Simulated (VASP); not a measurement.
# Hg (P-1) in VASP: a series of runs, part 2 of 2

VASP 6.6.1.

**4. Electric field gradients, PBE (xy shear strain of +1.5 %)**

Contents of INCAR:

```
SYSTEM = Hg
  PREC = Accurate
  ENCUT = 520
  EDIFF = 1E-8
  ISMEAR = -1
  SIGMA = 0.03
  LREAL = .FALSE.
  LASPH = .TRUE.
  NELM = 100
  ALGO = Normal
  ISIF = 2
  LWAVE = .FALSE.
  LCHARG = .FALSE.
  GGA = PE
  LEFG = .TRUE.
  NBANDS = 12
```

Contents of KPOINTS:

```
Automatic mesh
0
G
  12 12 12
  0 0 0
```

Contents of POSCAR:

```
Hg
1.0
    1.7374915770      1.0117912320      2.2340000000
   -1.7225093336      0.9858412252      2.2340000000
   -0.0149822434     -1.9976324571      2.2340000000
Hg
1
Direct
    0.0000000000      0.0000000000      0.0000000000
```

Potentials or basis: VASP PAW PBE potentials, release 64 (Hg).

Started as:

```console
> cat potpaw_PBE.64/Hg/POTCAR > POTCAR
> mpirun -np 1 vasp_std > vasp.out
```

OUTCAR:

```text
SYSTEM = Hg
   PREC = Accurate
   ENCUT = 520
   EDIFF = 1E-8
   ISMEAR = -1
   LREAL = .FALSE.
   LASPH = .TRUE.
   NELM = 100
   ISIF = 2
   GGA = PE

 ion  position               nearest neighbor table
   1  0.000  0.000  0.000-

  LATTYP: Found a triclinic cell.
 ALAT       =     2.9882565696
 B/A-ratio  =     2.3097454540
 C/A-ratio  =     1.0028984004
 COS(alpha) =     0.0027290623
 COS(beta)  =     0.3402595627
 COS(gamma) =     0.8633829304

  Lattice vectors:

 A1 = (   1.7225093336,  -0.9858412252,  -2.2340000000)
 A2 = (   1.6925448468,  -4.9811061395,  -4.4680000000)
 A3 = (   0.0149822434,   1.9976324571,  -2.2340000000)

Analysis of symmetry for initial positions (statically):
=====================================================================
[... 546 lines left out ...]
  in kB       61.4393148     61.5516556     73.2180345      0.1533026      0.1204369     -2.0645993
  external PRESSURE =      65.4030016 kB  Pullay stress =       0.0000000 kB

 VOLUME and BASIS-vectors are now :
 -----------------------------------------------------------------------------
  energy-cutoff  :      520.00
  volume of cell :       23.16
      direct lattice vectors                 reciprocal lattice vectors
     1.737491577  1.011791232  2.234000000     0.287781971  0.164705831  0.149209191
    -1.722509334  0.985841225  2.234000000    -0.290285075  0.169041334  0.149209191
    -0.014982243 -1.997632457  2.234000000     0.002503104 -0.333747165  0.149209191

 POSITION                                       TOTAL-FORCE (eV/Angst)
 -----------------------------------------------------------------------------------
      0.00000      0.00000      0.00000         0.000000      0.000000      0.000000
 -----------------------------------------------------------------------------------
    total drift:                                0.000000      0.000000      0.000000

  FREE ENERGIE OF THE ION-ELECTRON SYSTEM (eV)
  ---------------------------------------------------
  free  energy   TOTEN  =        -0.0764113041 eV

  energy  without entropy=       -0.0751757235  energy(sigma->0) =       -0.07579351

 Electric field gradients (V/A^2)
---------------------------------------------------------------------
 ion       V_xx      V_yy      V_zz      V_xy      V_xz      V_yz
---------------------------------------------------------------------
   1      72.837    72.931  -145.767     2.830    10.057    -0.633
---------------------------------------------------------------------

 Electric field gradients after diagonalization (V/A^2)
 (convention: |V_zz| > |V_xx| > |V_yy|)
----------------------------------------------------------------------
 ion       V_xx      V_yy      V_zz     asymmetry (V_yy - V_xx)/ V_zz
----------------------------------------------------------------------
   1      75.920    70.312  -146.231       0.038
----------------------------------------------------------------------

           NMR quadrupolar parameters

 Cq : quadrupolar parameter    Cq=e*Q*V_zz/h
 eta: asymmetry parameters     (V_yy - V_xx)/ V_zz
 Q  : nuclear electric quadrupole moment in mb (millibarn)
----------------------------------------------------------------------
 ion       Cq(MHz)       eta       Q (mb)
----------------------------------------------------------------------
   1      -0.354       0.038       1.000
----------------------------------------------------------------------
```

OSZICAR:

```text
N       E                     dE             d eps       ncg     rms          rms(c)
DAV:   1     0.733934384728E+02    0.73393E+02   -0.66504E+03 22112   0.965E+02
DAV:   2     0.110752255903E+01   -0.72286E+02   -0.67799E+02 22944   0.229E+02
DAV:   3    -0.114266845419E+00   -0.12218E+01   -0.12208E+01 24792   0.331E+01
DAV:   4    -0.115409457034E+00   -0.11426E-02   -0.11426E-02 23084   0.105E+00
DAV:   5    -0.115411026529E+00   -0.15695E-05   -0.15690E-05 24948   0.374E-02    0.432E+00
DAV:   6    -0.791909219447E-01    0.36220E-01   -0.87713E-02 24784   0.344E+00    0.312E+00
DAV:   7    -0.764346188537E-01    0.27563E-02   -0.14703E-02 24964   0.125E+00    0.123E+00
DAV:   8    -0.763816689009E-01    0.52950E-04   -0.15747E-03 21828   0.508E-01    0.553E-02
DAV:   9    -0.764004785037E-01   -0.18810E-04   -0.83076E-06 24816   0.305E-02    0.170E-02
DAV:  10    -0.764113853984E-01   -0.10907E-04   -0.97272E-06 21820   0.310E-02    0.201E-03
DAV:  11    -0.764113630148E-01    0.22384E-07   -0.80893E-08 24436   0.260E-03    0.555E-04
DAV:  12    -0.764113112193E-01    0.51795E-07   -0.13567E-08 15508   0.138E-03    0.131E-04
DAV:  13    -0.764113006323E-01    0.10587E-07   -0.64377E-10 11512   0.272E-04    0.635E-05
DAV:  14    -0.764113041048E-01   -0.34725E-08   -0.39064E-11 10904   0.701E-05
   1 F= -.76411304E-01 E0= -.75793514E-01  d E =-.123558E-02
```

Run time: 52 s. Hardware: 1 thread of Intel Xeon 6975P-C (Granite Rapids), shared host; peak memory 0.33 GiB.

What came out:

* Free energy: -0.0764 eV
* Pressure: 6.5 GPa
* Band gap on the k mesh: zero (bands 6 and 7 overlap by 3.32 eV)
* Largest electric field gradient by atom: Hg -146.2 V/Å²

Levels at points of the mesh, in eV from the Fermi level:
```tsv
k point	band 4	band 5	band 6	band 7	band 8	band 9
(0.00, 0.00, 0.00)	-6.41	-6.25	-6.23	12.25	12.65	12.93
(0.50, 0.00, 0.00)	-6.30	-5.91	-2.21	-2.02	12.63	12.96
(0.00, 0.50, 0.00)	-6.29	-5.89	-2.04	-1.96	12.35	12.59
(0.50, 0.50, 0.00)	-5.95	-5.43	-0.10	0.86	4.81	10.10
(0.00, 0.00, 0.50)	-6.30	-5.90	-2.12	-1.99	12.49	12.77
(0.50, 0.00, 0.50)	-5.94	-5.43	-0.05	0.90	4.64	10.04
(0.00, 0.50, 0.50)	-5.97	-5.43	-0.15	0.83	4.98	10.04
(0.50, 0.50, 0.50)	-5.54	-5.52	-0.15	1.37	9.37	9.60
```

Electric field gradients, principal values (V/Å²):
```tsv
atom	least	middle	greatest (by size)
1 Hg	70.312	75.920	-146.231
```

Caveat: the cell differs from its parent crystal (xy shear strain of +1.5 %); the cell stands under pressure; without QUAD_EFG the Cq values of the log hold for a quadrupole moment of 1 mb, not for the nuclei; spin-orbit coupling is left out, which moves the levels of the heavy elements.

**5. The runs side by side**

```csv
cell,k mesh,gap on the mesh (eV),pressure (GPa)
"a = 3.006, b = 2.988, c = 2.997 Å, angles 70.1, 70.9, 70.5°, 1 atom","12 × 12 × 12, shifted",none,6.2
"a = 3.049, b = 2.975, c = 2.967 Å, angles 70.5, 70.9, 70.1°, 1 atom",12 × 12 × 12,none,6.6
"a = 3.006, b = 2.988, c = 2.997 Å, angles 70.1, 70.9, 70.5°, 1 atom",12 × 12 × 12,none,6.5
```

Alike in all rows: task electric field gradients; level PBE; potentials or basis VASP PAW PBE potentials, release 64 (Hg); no spin polarisation; cutoff (eV) 520; smearing fermi-dirac 0.03 eV.

Caveats: the cell stands under pressure; spin-orbit coupling is left out, which moves the levels of the heavy elements.

Total energies depend on the potentials used, so only differences within one code and one set of settings carry meaning.
